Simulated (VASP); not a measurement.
# MgO (CsCl type) (Pm-3m) in VASP: a series of runs

Runs on MgO (CsCl type). Level: LDA. Tasks: single point.

All numbers are computed with VASP 6.6.1; they aren't measurements. Logs are shortened: lines on timing, memory, paths and dates and some standing lists are left out, and cuts for length are marked.

### 1 The cell of the first run

Symmetry: Pm-3m, No. 221, cubic system. Conventional cell: a = 2.093 Å, b = 2.093 Å, c = 2.093 Å, α = 90.00°, β = 90.00°, γ = 90.00°. Mg (site symmetry m-3m) has 8 O at 1.81 Å and 6 Mg at 2.09 Å within 2.4 Å. Within 2.4 Å of O (site symmetry m-3m) lie 8 Mg at 1.81 Å and 6 O at 2.09 Å.

### 2 Single point, LDA (volume scaled by 0.99)

Contents of INCAR:

```
PREC = Accurate
ENCUT = 600
EDIFF = 1E-6
ISMEAR = 0
SIGMA = 0.01
LREAL = F
LASPH = T
NELM = 120
ALGO = Normal
ISIF = 2
LWAVE = F
LCHARG = F
GGA = CA
NBANDS = 11
GGA_COMPAT = F
```

Contents of KPOINTS:

```
Automatic mesh
0
Gamma
  12 12 12
```

Contents of POSCAR:

```
MgO
1.0
    2.0929765362      0.0000000000      0.0000000000
    0.0000000000      2.0929765362      0.0000000000
    0.0000000000      0.0000000000      2.0929765362
Mg O
1 1
Direct
    0.0000000000      0.0000000000      0.0000000000
    0.5000000000      0.5000000000      0.5000000000
```

Potentials or basis: VASP PAW LDA potentials, release 64 (Mg, O).

Command:

```console
cat potpaw_LDA.64/Mg/POTCAR potpaw_LDA.64/O/POTCAR > POTCAR
mpirun -np 1 vasp_std > vasp.out
```

OUTCAR:

```text
PREC = Accurate
   ENCUT = 600
   EDIFF = 1E-6
   ISMEAR = 0
   LREAL = F
   LASPH = T
   NELM = 120
   ISIF = 2
   GGA = CA

 ion  position               nearest neighbor table
   1  0.000  0.000  0.000-   2 1.81   2 1.81   2 1.81   2 1.81   2 1.81   2 1.81   2 1.81   2 1.81

   2  0.500  0.500  0.500-   1 1.81   1 1.81   1 1.81   1 1.81   1 1.81   1 1.81   1 1.81   1 1.81

  LATTYP: Found a simple cubic cell.
 ALAT       =     2.0929765362

  Lattice vectors:

 A1 = (   2.0929765362,   0.0000000000,   0.0000000000)
 A2 = (   0.0000000000,   2.0929765362,   0.0000000000)
 A3 = (   0.0000000000,   0.0000000000,   2.0929765362)

Analysis of symmetry for initial positions (statically):
=====================================================================
 Subroutine PRICEL returns:
 Original cell was already a primitive cell.

 Routine SETGRP: Setting up the symmetry group for a
 simple cubic supercell.

 Subroutine GETGRP returns: Found 48 space group operations
 (whereof 48 operations were pure point group operations)
 out of a pool of 48 trial point group operations.

The static configuration has the point symmetry O_h .

Analysis of symmetry for dynamics (positions and initial velocities):
=====================================================================
 Subroutine PRICEL returns:
 Original cell was already a primitive cell.

 Routine SETGRP: Setting up the symmetry group for a
 simple cubic supercell.

 Subroutine GETGRP returns: Found 48 space group operations
 (whereof 48 operations were pure point group operations)
 out of a pool of 48 trial point group operations.

The dynamic configuration has the point symmetry O_h .

 Subroutine INISYM returns: Found 48 space group operations
 (whereof 48 operations are pure point group operations),
 and found     1 'primitive' translations

----------------------------------------------------------------------------------------

                                     Primitive cell

  volume of cell :       9.1684

  direct lattice vectors                    reciprocal lattice vectors
     2.092976536  0.000000000  0.000000000     0.477788443  0.000000000  0.000000000
     0.000000000  2.092976536  0.000000000     0.000000000  0.477788443  0.000000000
     0.000000000  0.000000000  2.092976536     0.000000000  0.000000000  0.477788443

  length of vectors
     2.092976536  2.092976536  2.092976536     0.477788443  0.477788443  0.477788443

  position of ions in fractional coordinates (direct lattice)
     0.000000000  0.000000000  0.000000000
     0.500000000  0.500000000  0.500000000

  ion indices of the primitive-cell ions
   primitive index   ion index
                 1           1
                 2           2

----------------------------------------------------------------------------------------

 KPOINTS: Automatic mesh

Automatic generation of k-mesh.
 Grid dimensions read from file:
 generate k-points for:   12   12   12

 Generating k-lattice:

  Cartesian coordinates                     Fractional coordinates (reciprocal lattice)
     0.039815704  0.000000000  0.000000000     0.083333333  0.000000000  0.000000000
     0.000000000  0.039815704  0.000000000     0.000000000  0.083333333  0.000000000
     0.000000000  0.000000000  0.039815704     0.000000000  0.000000000  0.083333333

  Length of vectors
     0.039815704  0.039815704  0.039815704

  Shift w.r.t. Gamma in fractional coordinates (k-lattice)
     0.000000000  0.000000000  0.000000000

 Subroutine IBZKPT returns following result:
 ===========================================

 Found     84 irreducible k-points:

 Following reciprocal coordinates:
            Coordinates               Weight
  0.000000  0.000000  0.000000      1.000000
  0.083333  0.000000  0.000000      6.000000
  0.166667  0.000000  0.000000      6.000000
  0.250000  0.000000  0.000000      6.000000
  0.333333  0.000000  0.000000      6.000000
  0.416667  0.000000  0.000000      6.000000
[... 16 lines left out ...]
  0.333333  0.333333  0.000000     12.000000
  0.416667  0.333333  0.000000     24.000000
 [... further k-points ...]
   k-points           NKPTS =     84   k-points in BZ     NKDIM =     84   number of bands    NBANDS=     11
   number of dos      NEDOS =    301   number of ions     NIONS =      2
   total plane-waves  NPLWV =   5832
   dimension x,y,z NGX =    18 NGY =   18 NGZ =   18
   dimension x,y,z NGXF=    36 NGYF=   36 NGZF=   36
   ions per type =               1   1
   NGX,Y,Z   is equivalent  to a cutoff of  14.30, 14.30, 14.30 a.u.
   NGXF,Y,Z  is equivalent  to a cutoff of  28.59, 28.59, 28.59 a.u.
 SYSTEM =  unknown system
   PREC   = accura    normal or accurate (medium, high low for compatibility)
   ISTART =      0    job   : 0-new  1-cont  2-samecut
   ICHARG =      2    charge: 1-file 2-atom 10-const
   ISPIN  =      1    spin polarized calculation?
   LNONCOLLINEAR =      F non collinear calculations
   LSORBIT =      F    spin-orbit coupling
   LASPH  =      T    aspherical Exc in radial PAW
   ENCUT  =  600.0 eV  44.10 Ry    6.64 a.u.   4.18  4.18  4.18*2*pi/ulx,y,z
   NELM   =    120;   NELMIN=  2; NELMDL= -5     # of ELM steps
   EDIFF  = 0.1E-05   stopping-criterion for ELM
   LREAL  =      F    real-space projection
   EDIFFG = 0.1E-04   stopping-criterion for IOM
   NSW    =      0    number of steps for IOM
   IBRION =     -1    ionic relax: 0-MD 1-quasi-New 2-CG
   NFREE  =      0    steps in history (QN), initial steepest desc. (CG)
   ISIF   =      2    stress and relaxation
   ISYM   =      2    0-nonsym 1-usesym 2-fastsym
   POTIM  = 0.5000    time-step for ionic-motion
   TEBEG  =    0.0;   TEEND  =   0.0 temperature during run
   PSTRESS=    0.0 pullay stress
   NELECT =       8.0000    total number of electrons
   NUPDOWN=      -1.0000    fix difference up-down
   EMIN   =  10.00;   EMAX   =-10.00  energy-range for DOS
   EFERMI =   0.00;   METHOD = LEGACY
   ISMEAR =     0;   SIGMA  =   0.01  broadening in eV -4-tet -1-fermi 0-gaus
   EFERMI_NEDOS =   21; number of points for ismear=-14 and -15
   IALGO  =     38    algorithm
   IMIX   =      4    mixing-type and parameters
     AMIX     =   0.40;   BMIX     =  1.00
     AMIX_MAG =   1.60;   BMIX_MAG =  1.00
  volume/ion in A,a.u.               =       4.58        30.94
  Fermi-wavevector in a.u.,A,eV,Ry     =   1.564374  2.956237 33.297057  2.447265
  Thomas-Fermi vector in A             =   2.667007
   LORBIT       =      0    0 simple, 1 ext, 2 COOP (PROOUT), +10 PAW based schemes
   GGA     = CA    functional components
   LHFCALC =     F    Hartree Fock is set to
   AEXX    =    0.0000 exact exchange contribution
   IVDW    =     0    specifies the selected vdW correction
   LEPSILON=     F    determine dielectric tensor
   LRPA    =     F    only Hartree local field effects (RPA)
 non-spin polarized calculation
 Gauss-broadening in eV      SIGMA  =   0.01
  energy-cutoff  :      600.00
  volume of cell :        9.17
 maximum number of plane-waves:       320
 NGX is ok and might be reduce to    18
   NGX =  9   NGY =  9   NGZ =  9

 number of electron       8.0000003 magnetization

 Free energy of the ion-electron system (eV)
  ---------------------------------------------------
  ext. energy  EPLUGINS =         0.00000000
  ---------------------------------------------------
  free energy    TOTEN  =        -6.04803099 eV

  energy without entropy =       -6.04803099  energy(sigma->0) =       -6.04803099

 E-fermi :  13.9717     XC(G=0): -15.5421

 val. band max:       13.8088769392   @ k =   0.5000   0.5000   0.0000
 cond. band min:      20.9607303250   @ k =   0.5000   0.5000   0.0000
 fundamental gap:      7.1518533858
 Fermi energy:        13.9717012308

 k-point     1 :       0.0000    0.0000    0.0000
  band No.  band energies     occupation
      1     -11.2078      2.00000
      2      11.8163      2.00000
      3      11.8163      2.00000
      4      11.8163      2.00000
      5      24.0626      0.00000
      6      24.0626      0.00000
      7      26.9022      0.00000
      8      48.3759      0.00000
      9      48.3759      0.00000
     10      48.3759      0.00000
     11      51.4314      0.00000

 k-point     2 :       0.0833    0.0000    0.0000
  band No.  band energies     occupation
      1     -11.0340      2.00000
      2      10.8718      2.00000
      3      11.8469      2.00000
      4      11.8469      2.00000
      5      24.2972      0.00000
      6      24.8988      0.00000
      7      27.2734      0.00000
      8      47.6756      0.00000
      9      47.6756      0.00000
     10      48.3174      0.00000
     11      50.6985      0.00000

 k-point     3 :       0.1667    0.0000    0.0000
  band No.  band energies     occupation
      1     -10.5286      2.00000
      2       8.7208      2.00000
      3      11.9314      2.00000
      4      11.9314      2.00000
      5      24.9991      0.00000
      6      26.3473      0.00000
      7      28.6353      0.00000
      8      45.7948      0.00000
      9      45.7948      0.00000
     10      48.1286      0.00000
     11      48.3600      0.00000

 k-point     4 :       0.2500    0.0000    0.0000
  band No.  band energies     occupation
      1      -9.7460      2.00000
      2       6.2615      2.00000
      3      12.0487      2.00000
      4      12.0487      2.00000
      5      26.1616      0.00000
      6      27.4570      0.00000
      7      30.6657      0.00000
      8      43.6666      0.00000
      9      43.7014      0.00000
     10      43.7014      0.00000
     11      49.0502      0.00000

 k-point     5 :       0.3333    0.0000    0.0000
  band No.  band energies     occupation
      1      -8.8028      2.00000
      2       3.9906      2.00000
      3      12.1676      2.00000
      4      12.1676      2.00000
      5      27.7630      0.00000
      6      28.4179      0.00000
      7      32.2260      0.00000
      8      39.6970      0.00000
      9      42.0125      0.00000
     10      42.0125      0.00000
     11      48.4683      0.00000
[... 211 lines left out ...]
 k-point    21 :       0.4167    0.2500    0.0000
  band No.  band energies     occupation
      1      -7.0300      2.00000
      2       3.5441      2.00000
      3       7.9936      2.00000
      4      12.9300      2.00000
      5      25.6922      0.00000
      6      30.9938      0.00000
      7      33.6869      0.00000
      8      37.3906      0.00000
      9      39.6948      0.00000
     10      42.1845      0.00000
     11      46.4186      0.00000

 k-point    22 :       0.5000    0.2500    0.0000
  band No.  band energies     occupation
      1      -6.7346      2.00000
      2       2.9714      2.00000
      3       8.1423      2.00000
      4      12.9990      2.00000
      5      25.3460      0.00000
      6      31.4549      0.00000
      7      33.8487      0.00000
      8      37.0213      0.00000
      9      39.3123      0.00000
     10      42.0445      0.00000
     11      47.3614      0.00000

 k-point    23 :       0.3333    0.3333    0.0000
  band No.  band energies     occupation
      1      -7.0549      2.00000
      2       5.5532      2.00000
      3       5.7968      2.00000
      4      13.0584      2.00000
      5      24.8429      0.00000
      6      30.9622      0.00000
      7      34.0700      0.00000
      8      37.8168      0.00000
      9      39.9974      0.00000
     10      40.9071      0.00000
     11      46.5663      0.00000

 k-point    24 :       0.4167    0.3333    0.0000
  band No.  band energies     occupation
      1      -6.4662      2.00000
      2       4.2707      2.00000
      3       6.1803      2.00000
      4      13.2985      2.00000
      5      23.5556      0.00000
      6      31.8921      0.00000
      7      34.5967      0.00000
      8      37.1857      0.00000
      9      39.0927      0.00000
     10      40.1713      0.00000
     11      48.4499      0.00000

 [... further k-points ...]
[... 5 lines left out ...]
  --------------------------------------------------------------------------------------
  -------------------------------------------------------------------------------------
  Total       23.0099281     23.0099281     23.0099281     -0.0000000     -0.0000000     -0.0000000
  in kB     4020.9878977   4020.9878977   4020.9878977     -0.0000000     -0.0000000     -0.0000000
  external PRESSURE =    4020.9878977 kB  Pullay stress =       0.0000000 kB

 VOLUME and BASIS-vectors are now :
 -----------------------------------------------------------------------------
  energy-cutoff  :      600.00
  volume of cell :        9.17
      direct lattice vectors                 reciprocal lattice vectors
     2.092976536  0.000000000  0.000000000     0.477788443  0.000000000  0.000000000
     0.000000000  2.092976536  0.000000000     0.000000000  0.477788443  0.000000000
     0.000000000  0.000000000  2.092976536     0.000000000  0.000000000  0.477788443

 POSITION                                       TOTAL-FORCE (eV/Angst)
 -----------------------------------------------------------------------------------
      0.00000      0.00000      0.00000         0.000000      0.000000      0.000000
      1.04649      1.04649      1.04649         0.000000      0.000000      0.000000
 -----------------------------------------------------------------------------------
    total drift:                                0.000000     -0.000000      0.000000

  FREE ENERGIE OF THE ION-ELECTRON SYSTEM (eV)
  ---------------------------------------------------
  free  energy   TOTEN  =        -6.0480309896 eV

  energy  without entropy=       -6.0480309896  energy(sigma->0) =       -6.04803099
```

Wall time 5.7 s (1 thread of Intel Xeon 6975P-C (Granite Rapids), shared host); peak memory 0.12 GiB.

What came out:

* Free energy: -6.0480 eV
* Pressure: 402.1 GPa
* Band gap on the k mesh: 7.15 eV, direct

 A k mesh can miss the band edges.

### 3 Single point, LDA (volume scaled by 0.95)

Contents of INCAR:

```
PREC     = Accurate       # precision mode
ENCUT    = 600            # plane-wave cutoff, eV
EDIFF    = 1E-6           # SCF threshold, eV
ISMEAR   = 0              # smearing method
SIGMA    = 0.01           # smearing width, eV
LREAL    = F              # projectors in reciprocal space
LASPH    = T              # aspherical terms in the spheres
NELM     = 120            # most SCF steps
ALGO     = Normal         # electronic algorithm
ISIF     = 2              # what is computed and relaxed
LWAVE    = F              # write WAVECAR
LCHARG   = T              # write CHGCAR
GGA      = CA             # functional
LELF     = T              # ELF
LVHAR    = T            
NBANDS   = 11             # bands
GGA_COMPAT= F
```

KPOINTS is that of step 2.

Contents of POSCAR:

```
MgO
1.0
    2.0643999022      0.0000000000      0.0000000000
    0.0000000000      2.0643999022      0.0000000000
    0.0000000000      0.0000000000      2.0643999022
Mg O
1 1
Direct
    0.0000000000      0.0000000000      0.0000000000
    0.5000000000      0.5000000000      0.5000000000
```

Potentials or basis: VASP PAW LDA potentials, release 64 (Mg, O).

Command:

```console
cat potpaw_LDA.64/Mg/POTCAR potpaw_LDA.64/O/POTCAR > POTCAR
mpirun -np 1 vasp_std > vasp.out
```

Wall time 3.4 s (1 thread of Intel Xeon 6975P-C (Granite Rapids), shared host); peak memory 0.11 GiB.

Results (log left out):

```yaml
Free_energy: -5.0431 eV
Pressure: 466.4 GPa
Band_gap_on_the_k_mesh: 7.31 eV, direct
```

Levels at points of the mesh, in eV from the valence-band top:
| k point | band 1 | band 2 | band 3 | band 4 | band 5 | band 6 | band 7 | band 8 |
| --- | --- | --- | --- | --- | --- | --- | --- | --- |
| (0.00, 0.00, 0.00) | -25.53 | -2.06 | -2.06 | -2.06 | 10.16 | 10.16 | 14.08 | 35.68 |
| (0.50, 0.00, 0.00) | -21.69 | -12.59 | -1.61 | -1.61 | 16.43 | 17.45 | 20.09 | 20.80 |
| (0.50, 0.50, 0.00) | -19.70 | -9.48 | -9.48 | 0.00 | 7.31 | 20.67 | 22.45 | 22.45 |
| (0.50, 0.50, 0.50) | -16.08 | -9.01 | -9.01 | -9.01 | 11.26 | 11.26 | 11.26 | 30.77 |

 A k mesh can miss the band edges.

[end of part 1 of 2]
